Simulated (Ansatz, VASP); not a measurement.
BaTiO3: VASP beside Ansatz

Contents of INCAR:

```
ALGO = Normal ; EDIFF = 1E-6
ENCUT = 520 ; GGA = PE
ISIF = 2 ; ISMEAR = 0
LASPH = True ; LCHARG = False
LDAU = True ; LDAUJ = 0 0 0
LDAUL = -1 2 -1 ; LDAUPRINT = 1
LDAUTYPE = 2 ; LDAUU = 0 2 0
LMAXMIX = 4 ; LREAL = False
LWAVE = False ; NBANDS = 28
NELM = 150 ; PREC = Accurate
SIGMA = 0.01
```

File KPOINTS:

```
k-points
0
Gamma
  6 6 6
```

File POSCAR:

```
BaTiO3
1.0
    3.9998000000      0.0000000000      0.0000000000
    0.0000000000      3.9998000000      0.0000000000
    0.0000000000      0.0000000000      4.0180000000
Ba Ti O
1 1 3
Direct
    0.0000000000      0.0000000000      0.0000000000
    0.5000000000      0.5000000000      0.4900000000
    0.5000000000      0.5000000000      0.0190000000
    0.5000000000      0.0000000000      0.5170000000
    0.0000000000      0.5000000000      0.5170000000
```

Input for Ansatz:

```yaml
crystal:
  lattice:
    - [3.9998, 0.0, 0.0]
    - [0.0, 3.9998, 0.0]
    - [0.0, 0.0, 4.018]
  atoms:
    - { symbol: Ba, position: [0.0, 0.0, 0.0] }
    - { symbol: Ti, position: [0.5, 0.5, 0.49000000000000005] }
    - { symbol: O, position: [0.5, 0.5, 0.019] }
    - { symbol: O, position: [0.5, 0.0, 0.517] }
    - { symbol: O, position: [0.0, 0.5, 0.517] }
basis:
  ecutwfc: 450.0
kpoints:
  mp_grid:
    grid: [6, 6, 6]
hamiltonian:
  xc: pbe
  hubbard:
    - { species: Ti, l: d, u_eff: 2.0 }
scf:
  convergence:
    dr2_threshold: 1.0e-10
  occupations:
    method: fixed
output:
  eigenvalues: true
```

Alike in both runs: task single point; functional PBE; k mesh 6 × 6 × 6; no spin polarisation; Hubbard terms Ti d U = 2.0 eV.

```csv
,VASP,Ansatz
version,VASP 6.6.1,Ansatz 0.2.0
potentials or method,"VASP PAW PBE potentials, release 64 (Ba_sv, Ti_sv, O), cutoff 520 eV","plane waves, PAW"
occupations,"gaussian, width 0.01 eV",fixed
valence electrons in the cell,40,40
```

Ansatz gave:

| Item | Value |
| --- | --- |
| gap on the k mesh at the Fermi level (eV) | 2.05 |

**Question.** What did VASP give for the same quantities?

**Answer.** gap on the k mesh at the Fermi level (eV): 2.00.

The programs project onto different local orbitals, so the same U acts differently, and such runs can settle in different states.

Spin-orbit coupling is off throughout.
